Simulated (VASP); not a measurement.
# GaW17S36 (a cell with a defect) in VASP: a series of runs

Runs on GaW17S36 (a cell with a defect). Level: PBE. Tasks: single point.

Everything below comes from runs of VASP 6.6.1. Logs are shortened: lines on timing, memory, paths and dates and some standing lists are left out, and cuts for length are marked.

### Step 1. The cell of the first run

The cell holds a defect, 54 atoms: a = 9.381 Å, b = 9.381 Å, c = 12.165 Å, α = 90.00°, β = 90.00°, γ = 120.00°.

### Step 2. Single point, PBE

Contents of INCAR:

```
SYSTEM = GaW17S36
ALGO = Normal
EDIFF = 1E-6
ENCUT = 400
GGA = PE
GGA_COMPAT = .FALSE.
ISIF = 2
ISMEAR = -1
LASPH = .TRUE.
LCHARG = .TRUE.
LELF = .TRUE.
LREAL = Auto
LVHAR = .TRUE.
LWAVE = .FALSE.
NBANDS = 266
NELECT = 468.0
NELM = 120
PREC = Accurate
SIGMA = 0.01
```

Contents of KPOINTS:

```
k-points
0
G
  1 1 1
  0 0 0
```

Contents of POSCAR:

```
GaW17S36
1.0
    9.3812494643     -0.0000000850      0.0000000000
   -4.6906246585      8.1244003979      0.0000000000
    0.0000000000      0.0000000000     12.1647637133
W S Ga
17 36 1
Direct
    0.1122677770      0.2222258424      0.2499835341
    0.2152900441      0.1038953472      0.7499304891
    0.1122099051      0.5552043486      0.2500310233
    0.2162712240      0.4461808715      0.7499823865
    0.1123199095      0.8888412250      0.2500122597
    0.2220190807      0.7792787983      0.7499874281
    0.4456152353      0.2221065209      0.2500380969
    0.5550735464      0.1076635046      0.7498953220
    0.4456899299      0.5554620813      0.2499993885
    0.4459364706      0.8889283360      0.2499804273
    0.5550190229      0.7849647335      0.7500490863
    0.7789341138      0.2222226557      0.2500046994
    0.8889942756      0.1122680520      0.7499814408
    0.7790565084      0.5555438936      0.2499632838
    0.8934594029      0.4461216918      0.7500619292
    0.7789289852      0.8888924590      0.2500346184
    0.8973149573      0.7858794934      0.7499952892
    0.1125232898      0.2235867473      0.6197006952
    0.2229553563      0.1116917151      0.1193675397
    0.1124047467      0.2233232301      0.8802862740
    0.2229050693      0.1115902961      0.3807316510
    0.1114331218      0.5574430971      0.6177770640
    0.2230518204      0.4449491236      0.1191174611
    0.1113859936      0.5573380721      0.8822286974
    0.2231819082      0.4449132867      0.3808617739
    0.1128381960      0.8884158248      0.6168590621
    0.2231522292      0.7780622136      0.1192921984
    0.1127929157      0.8883844572      0.8830895438
    0.2230487669      0.7779448506      0.3807225062
    0.4378564760      0.2140833503      0.6206170502
    0.5563580046      0.1115855927      0.1192156225
    0.4377203675      0.2138697183      0.8792463985
    0.5562333697      0.1115725892      0.3808443070
    0.4412697360      0.5601767332      0.6217040678
    0.5563045019      0.4447836459      0.1191232390
    0.4409410013      0.5600423170      0.8784600895
    0.5563448867      0.4448245112      0.3808667789
    0.4439434038      0.8897876545      0.6176937246
    0.5562123784      0.7779602130      0.1191481901
    0.4438055786      0.8898036530      0.8822771305
    0.5561542333      0.7780524683      0.3808937298
    0.7775766462      0.2237214555      0.6194614118
    0.8895690964      0.1115755562      0.1192059377
    0.7775146289      0.2236501858      0.8804962217
    0.8895426386      0.1115473108      0.3808076779
    0.7873705730      0.5634997271      0.6207431326
    0.8895349452      0.4448685869      0.1191551583
    0.7872163370      0.5634516216      0.8793739236
    0.8895166880      0.4447471554      0.3807933078
    0.7778873052      0.8888272387      0.6197132258
    0.8895486000      0.7782554664      0.1192894830
    0.7777071180      0.8887480913      0.8802351931
    0.8894201489      0.7781645405      0.3806452066
    0.5588711730      0.4422524564      0.7501459494
```

Potentials or basis: VASP PAW PBE potentials, release 64 (W_sv, S, Ga_d).

On the command line:

```console
> cat potpaw_PBE.64/W_sv/POTCAR potpaw_PBE.64/S/POTCAR potpaw_PBE.64/Ga_d/POTCAR > POTCAR
> mpirun -np 1 vasp_gam > vasp.out
```

OUTCAR:

```text
SYSTEM = GaW17S36
   EDIFF = 1E-6
   ENCUT = 400
   GGA = PE
   ISIF = 2
   ISMEAR = -1
   LASPH = .TRUE.
   LREAL = Auto
   NELECT = 468.0
   NELM = 120
   PREC = Accurate

 ion  position               nearest neighbor table
   1  0.112  0.222  0.250-  19 2.40  21 2.40  43 2.41  45 2.41  25 2.41  23 2.41   3 3.12   9 3.13
                            12 3.13  16 3.13   7 3.13   5 3.13
   2  0.215  0.104  0.750-  26 2.38  28 2.39  32 2.40  30 2.40  18 2.40  20 2.40  17 2.98   6 3.08
                            13 3.10   8 3.17  54 3.20   4 3.21
   3  0.112  0.555  0.250-  23 2.40  25 2.40  29 2.41  49 2.41  47 2.41  27 2.41   1 3.12  12 3.13
                            14 3.13   9 3.13   5 3.13  10 3.13
   4  0.216  0.446  0.750-  24 2.38  22 2.38  36 2.40  34 2.40  18 2.41  20 2.41  15 3.03   6 3.10
                            13 3.10  11 3.18   2 3.21
   5  0.112  0.889  0.250-  27 2.40  29 2.40  21 2.41  19 2.41  51 2.41  53 2.41   7 3.13  14 3.13
                             1 3.13  16 3.13  10 3.13   3 3.13
   6  0.222  0.779  0.750-  28 2.40  26 2.40  22 2.42  40 2.42  24 2.42  38 2.42   2 3.08  17 3.08
                            11 3.10   4 3.10   8 3.10  15 3.10
   7  0.446  0.222  0.250-  33 2.40  31 2.40  19 2.41  21 2.41  37 2.41  35 2.41  12 3.13   5 3.13
                             9 3.13  10 3.13   1 3.13  14 3.13
   8  0.555  0.108  0.750-  38 2.39  40 2.39  30 2.40  32 2.40  42 2.41  44 2.41  11 3.03   6 3.10
                            13 3.11  54 3.12   2 3.17  15 3.17
   9  0.446  0.555  0.250-  37 2.40  35 2.40  39 2.41  25 2.41  41 2.41  23 2.41   7 3.13  14 3.13
                             1 3.13  16 3.13  10 3.13   3 3.13
  10  0.446  0.889  0.250-  41 2.40  39 2.40  31 2.41  27 2.41  33 2.41  29 2.41  16 3.12  12 3.13
                             7 3.13   9 3.13   5 3.13   3 3.13
  11  0.555  0.785  0.750-  40 2.38  38 2.38  34 2.40  36 2.40  52 2.41  50 2.41   8 3.03   6 3.10
                            13 3.10   4 3.18  17 3.21
[... 46 lines left out ...]
  52  0.778  0.889  0.880-  17 2.40  11 2.41  13 2.41
  53  0.889  0.778  0.381-  16 2.40  14 2.41   5 2.41
  54  0.559  0.442  0.750-  32 2.43  48 2.43  30 2.43  46 2.43  34 2.47  36 2.47  15 3.12   8 3.12
                             2 3.20  17 3.20

  LATTYP: Found a hexagonal cell.
 ALAT       =     9.3812494643
 C/A-ratio  =     1.2967103966

  Lattice vectors:

 A1 = (   9.3812494643,  -0.0000000850,   0.0000000000)
 A2 = (  -4.6906246585,   8.1244003979,   0.0000000000)
 A3 = (   0.0000000000,   0.0000000000,  12.1647637133)

Analysis of symmetry for initial positions (statically):
=====================================================================
 Subroutine PRICEL returns:
 Original cell was already a primitive cell.

 Routine SETGRP: Setting up the symmetry group for a
 hexagonal supercell.

 Subroutine GETGRP returns: Found  1 space group operations
 (whereof  1 operations were pure point group operations)
 out of a pool of 24 trial point group operations.

The static configuration has the point symmetry C_1 .

Analysis of symmetry for dynamics (positions and initial velocities):
=====================================================================
 Subroutine PRICEL returns:
 Original cell was already a primitive cell.

 Routine SETGRP: Setting up the symmetry group for a
 hexagonal supercell.

 Subroutine GETGRP returns: Found  1 space group operations
 (whereof  1 operations were pure point group operations)
 out of a pool of 24 trial point group operations.

The dynamic configuration has the point symmetry C_1 .

 Subroutine INISYM returns: Found  1 space group operations
 (whereof  1 operations are pure point group operations),
 and found     1 'primitive' translations

----------------------------------------------------------------------------------------

                                     Primitive cell

  volume of cell :     927.1621

  direct lattice vectors                    reciprocal lattice vectors
[... 44 lines left out ...]
   TEBEG  =    0.0;   TEEND  =   0.0 temperature during run
   PSTRESS=    0.0 pullay stress
   NELECT =     468.0000    total number of electrons
   NUPDOWN=      -1.0000    fix difference up-down
   EMIN   =  10.00;   EMAX   =-10.00  energy-range for DOS
   EFERMI =   0.00;   METHOD = LEGACY
   ISMEAR =    -1;   SIGMA  =   0.01  broadening in eV -4-tet -1-fermi 0-gaus
   EFERMI_NEDOS =   21; number of points for ismear=-14 and -15
   IALGO  =     38    algorithm
   IMIX   =      4    mixing-type and parameters
     AMIX     =   0.40;   BMIX     =  1.00
     AMIX_MAG =   1.60;   BMIX_MAG =  1.00
  volume/ion in A,a.u.               =      17.17       115.87
  Fermi-wavevector in a.u.,A,eV,Ry     =   1.303482  2.463223 23.117171  1.699064
  Thomas-Fermi vector in A             =   2.434481
   LORBIT       =      0    0 simple, 1 ext, 2 COOP (PROOUT), +10 PAW based schemes
   GGA     = PE    functional components
   LHFCALC =     F    Hartree Fock is set to
   AEXX    =    0.0000 exact exchange contribution
   IVDW    =     0    specifies the selected vdW correction
   LEPSILON=     F    determine dielectric tensor
   LRPA    =     F    only Hartree local field effects (RPA)
 non-spin polarized calculation
  energy-cutoff  :      400.00
  volume of cell :      927.16
 maximum number of plane-waves:      8432
 NGX is ok and might be reduce to    64
   NGX = 31   NGY = 31   NGZ = 39

 number of electron     468.0000013 magnetization

 Free energy of the ion-electron system (eV)
  ---------------------------------------------------
  ext. energy  EPLUGINS =         0.00000000
  ---------------------------------------------------
  free energy    TOTEN  =      -399.77124986 eV

  energy without entropy =     -399.74610562  energy(sigma->0) =     -399.75867774

 E-fermi :   8.0834     XC(G=0): -11.1533

 val. band max:        8.0759952460   @ k =   0.0000   0.0000   0.0000
 cond. band min:       8.0908578266   @ k =   0.0000   0.0000   0.0000
 fundamental gap:      0.0148625806
 Fermi energy:         8.0834265363

 k-point     1 :       0.0000    0.0000    0.0000
  band No.  band energies     occupation
      1     -66.8888      2.00000
      2     -66.8770      2.00000
      3     -66.8754      2.00000
      4     -66.8746      2.00000
      5     -66.8700      2.00000
      6     -66.8697      2.00000
[... 238 lines left out ...]
    245       9.6250      0.00000
    246       9.6821      0.00000
 [bands above 246 left out]

------------------------ aborting loop because EDIFF is reached ----------------------------------------

  FORCE on cell =-STRESS in cart. coord.  units (eV):
  Direction    XX          YY          ZZ          XY          YZ          ZX
  --------------------------------------------------------------------------------------
  -------------------------------------------------------------------------------------
  Total       66.0158562     65.3036608     29.4892133     -0.6388694      0.1788441      0.1063884
  in kB      114.0783323    112.8476270     50.9586706     -1.1039947      0.3090506      0.1838439
  external PRESSURE =      92.6282100 kB  Pullay stress =       0.0000000 kB

 VOLUME and BASIS-vectors are now :
 -----------------------------------------------------------------------------
  energy-cutoff  :      400.00
  volume of cell :      927.16
      direct lattice vectors                 reciprocal lattice vectors
     9.381249464 -0.000000085  0.000000000     0.106595610  0.061543003  0.000000000
    -4.690624658  8.124400398  0.000000000     0.000000001  0.123086007  0.000000000
     0.000000000  0.000000000 12.164763713     0.000000000  0.000000000  0.082204638

 POSITION                                       TOTAL-FORCE (eV/Angst)
 -----------------------------------------------------------------------------------
      0.01083      1.80545      3.04099        -0.158628      0.095226      0.011701
      1.53236      0.84409      9.12273        -0.185590     -0.713022      0.005163
     -1.55159      4.51070      3.04157        -0.157859      0.120155     -0.010393
     -0.06397      3.62495      9.12336        -0.558039      0.010436      0.010133
     -3.11552      7.22130      3.04134        -0.160877      0.088818     -0.000196
     -1.57249      6.33117      9.12342         0.287878     -0.165608     -0.000003
[... 46 lines left out ...]
      4.69379      6.32212      4.63046         0.093316     -0.045536     -0.371777
      3.16847      3.59304      9.12535        -0.105388      0.064035     -0.004835
 -----------------------------------------------------------------------------------
    total drift:                                0.000964      0.002221      0.000427

  FREE ENERGIE OF THE ION-ELECTRON SYSTEM (eV)
  ---------------------------------------------------
  free  energy   TOTEN  =      -399.7712498621 eV

  energy  without entropy=     -399.7461056192  energy(sigma->0) =     -399.75867774
```

It took 5.3 min on 1 thread of Intel Xeon Platinum 8375C at 2.90GHz (Ice Lake), shared host; peak memory 0.67 GiB.

Results:

```yaml
Free_energy: -399.7712 eV
Largest_force: 0.843 eV/Å
```

Forces in eV/Å, atoms in the order of the input:
```
W   -0.159  0.095  0.012
W   -0.186 -0.713  0.005
W   -0.158  0.120 -0.010
W   -0.558  0.010  0.010
W   -0.161  0.089  0.000
W    0.288 -0.166  0.000
W   -0.151  0.143 -0.005
W    0.530 -0.639  0.017
W   -0.141  0.075 -0.001
W   -0.191  0.071  0.010
W   -0.293  0.477 -0.008
W   -0.151  0.082  0.000
W    0.188 -0.109 -0.001
W   -0.205  0.053  0.003
W    0.831 -0.141 -0.012
W   -0.168  0.084 -0.012
W    0.531  0.530  0.001
S   -0.045  0.106  0.513
S    0.088 -0.054  0.372
S   -0.045  0.126 -0.522
S    0.082 -0.044 -0.386
S   -0.068  0.081  0.350
S    0.093 -0.058  0.401
S   -0.065  0.093 -0.348
S    0.079 -0.057 -0.396
S   -0.068  0.034  0.247
S    0.060 -0.040  0.478
S   -0.064  0.043 -0.248
S    0.066 -0.028 -0.478
S    0.003  0.420  0.197
S    0.065 -0.037  0.391
S    0.007  0.428 -0.190
S    0.081 -0.040 -0.398
S    0.248 -0.151  0.151
S    0.077 -0.043  0.394
S    0.258 -0.135 -0.156
S    0.078 -0.042 -0.393
S   -0.118  0.009  0.352
S    0.091 -0.038  0.396
S   -0.107  0.019 -0.356
S    0.099 -0.049 -0.401
S   -0.062  0.039  0.601
S    0.077 -0.045  0.374
S   -0.066  0.033 -0.600
S    0.080 -0.039 -0.373
S   -0.377 -0.224  0.185
S    0.077 -0.046  0.399
S   -0.364 -0.216 -0.191
S    0.067 -0.034 -0.390
S   -0.131 -0.028  0.518
S    0.082 -0.047  0.384
S   -0.113 -0.019 -0.507
S    0.093 -0.046 -0.372
Ga  -0.105  0.064 -0.005
```

Levels at points of the mesh, in eV from the Fermi level:
```
           k point  band 230  band 231  band 232  band 233  band 234  band 235  band 236  band 237  band 238  band 239
(0.00, 0.00, 0.00)     -1.04     -0.86     -0.80     -0.28     -0.01      0.01      1.02      1.02      1.20      1.31
```

Caveat: the k points lie up to 0.77 Å⁻¹ apart; the cell carries a net charge on a neutralising background, which shifts energy and pressure; the cell is charged against a uniform background, so pressure and absolute levels hang on convention; spin-orbit coupling is left out, which moves the levels of the heavy elements.

### Step 3. Single point, PBE

Contents of INCAR:

```
  ALGO = Normal
  EDIFF = 1E-6
  ENCUT = 400
  GGA = PE
  GGA_COMPAT = False
  ISIF = 2
  ISMEAR = -1
  LASPH = True
  LCHARG = False
  LREAL = Auto
  LWAVE = False
  NBANDS = 266
  NELECT = 466.0
  NELM = 120
  PREC = Accurate
  SIGMA = 0.01
```

Contents of KPOINTS:

```
k-points
0
Gamma
  1 1 1
```

Contents of POSCAR:

```
GaW17S36
1.0
    9.3812494643     -0.0000000850      0.0000000000
   -4.6906246585      8.1244003979      0.0000000000
    0.0000000000      0.0000000000     12.1647637133
W S Ga
17 36 1
Direct
    0.1117595754      0.2223942442      0.2499094418
    0.2066424055      0.0981950926      0.7499478085
    0.1119625881      0.5552774126      0.2499380248
    0.2163325555      0.4462694161      0.7502916458
    0.1119059802      0.8890036317      0.2499561421
    0.2217372464      0.7785215381      0.7502293902
    0.4452358921      0.2222144107      0.2500568405
    0.5455039686      0.0991407247      0.7504658574
    0.4455006865      0.5554406071      0.2499777896
    0.4456178451      0.8889604221      0.2499973250
    0.5539721200      0.7839279622      0.7501545772
    0.7785931682      0.2223240584      0.2499629827
    0.8868686287      0.1134266936      0.7502827628
    0.7787232317      0.5556902568      0.2498896635
    0.9011196167      0.4547417840      0.7501365913
    0.7785355974      0.8891908346      0.2500158534
    0.9021426786      0.7936651511      0.7504511470
    0.1107849217      0.2235398120      0.6197798998
    0.2226179413      0.1119629227      0.1195613577
    0.1108796592      0.2233037474      0.8805290168
    0.2223490763      0.1118113455      0.3804736944
    0.1143073568      0.5587041154      0.6161164964
    0.2227839055      0.4450543200      0.1192313527
    0.1140713034      0.5585373135      0.8843123911
    0.2226904197      0.4449476457      0.3806112325
    0.1123057229      0.8879402394      0.6129114005
    0.2229602337      0.7783030759      0.1195768622
    0.1123728602      0.8880452807      0.8875199626
    0.2225706321      0.7779300074      0.3803589576
    0.4341333764      0.2087185760      0.6202113491
    0.5558912657      0.1116149366      0.1193187952
    0.4343141541      0.2090561558      0.8798753162
    0.5559188122      0.1116770120      0.3806756328
    0.4432727184      0.5573314650      0.6220401921
    0.5560895152      0.4448756135      0.1192042836
    0.4432737299      0.5567656547      0.8780636142
    0.5560687815      0.4448504555      0.3807556440
    0.4417705421      0.8863101167      0.6161807756
    0.5559476577      0.7782223505      0.1193315886
    0.4415308164      0.8858848951      0.8843679233
    0.5558829510      0.7781902362      0.3806982668
    0.7730812602      0.2269461203      0.6218628833
    0.8889609654      0.1119259053      0.1192193578
    0.7733551745      0.2271810290      0.8787537975
    0.8890128351      0.1119735386      0.3807143685
    0.7916937888      0.5662798068      0.6203132802
    0.8892249098      0.4449862693      0.1192535156
    0.7913160765      0.5660308698      0.8800070233
    0.8892947954      0.4449873502      0.3806208634
    0.7770480945      0.8895756868      0.6199432020
    0.8890571269      0.7785264199      0.1194568095
    0.7767522949      0.8894500755      0.8806836714
    0.8889509686      0.7783324960      0.3803689123
    0.5597440175      0.4406868270      0.7494469973
```

Potentials or basis: VASP PAW PBE potentials, release 64 (W_sv, S, Ga_d).

On the command line:

```console
> cat potpaw_PBE.64/W_sv/POTCAR potpaw_PBE.64/S/POTCAR potpaw_PBE.64/Ga_d/POTCAR > POTCAR
> mpirun -np 1 vasp_gam > vasp.out
```

Wall time 5.2 min (1 thread of Intel Xeon Platinum 8375C at 2.90GHz (Ice Lake), shared host); peak memory 0.68 GiB.

Results (log left out):

* Free energy: -415.3933 eV
* Largest force: 0.943 eV/Å

Forces in eV/Å, atoms in the order of the input:
```
W   -0.168  0.198  0.011
W    0.939  0.078  0.037
W   -0.265  0.039 -0.011
W   -0.404 -0.324 -0.015
W   -0.124  0.068  0.002
W   -0.018  0.013 -0.003
W   -0.185  0.150 -0.010
W    0.793  0.115 -0.023
W   -0.070  0.036  0.002
W   -0.166  0.206  0.012
W    0.085  0.524  0.006
W   -0.134  0.075  0.002
W   -0.023  0.016 -0.003
W   -0.221  0.082  0.015
W    0.300 -0.731  0.007
W   -0.255  0.045 -0.009
W    0.400 -0.844 -0.037
S   -0.144  0.152  0.512
S    0.113 -0.033  0.357
S   -0.144  0.165 -0.508
S    0.122 -0.024 -0.368
S   -0.026  0.108  0.583
S    0.100 -0.082  0.377
S   -0.025  0.120 -0.583
S    0.100 -0.076 -0.369
S   -0.071  0.018  0.782
S    0.064 -0.057  0.514
S   -0.050  0.052 -0.785
S    0.083 -0.026 -0.509
S   -0.178  0.407  0.329
S    0.062 -0.060  0.371
S   -0.196  0.411 -0.324
S    0.070 -0.069 -0.366
S    0.224 -0.143  0.232
S    0.062 -0.045  0.382
S    0.239 -0.129 -0.238
S    0.069 -0.032 -0.379
S   -0.118 -0.040  0.583
S    0.116 -0.048  0.372
S   -0.107 -0.034 -0.583
S    0.120 -0.047 -0.373
S   -0.022  0.021  0.528
S    0.063 -0.036  0.349
S   -0.030  0.007 -0.535
S    0.063 -0.037 -0.347
S   -0.446 -0.042  0.323
S    0.094 -0.025  0.370
S   -0.449 -0.050 -0.330
S    0.083 -0.023 -0.369
S   -0.216  0.035  0.507
S    0.083 -0.092  0.371
S   -0.204  0.045 -0.516
S    0.087 -0.081 -0.355
Ga  -0.073  0.040  0.014
```

Levels at points of the mesh, in eV from the Fermi level:
```csv
k point,band 230,band 231,band 232,band 233,band 234,band 235,band 236,band 237
"(0.00, 0.00, 0.00)",-0.65,-0.38,-0.38,-0.03,0.03,0.10,1.34,1.36
```

Caveat: the k points lie up to 0.77 Å⁻¹ apart; the cell carries a net charge on a neutralising background, which shifts energy and pressure; the cell is charged against a uniform background, so pressure and absolute levels hang on convention; spin-orbit coupling is left out, which moves the levels of the heavy elements.
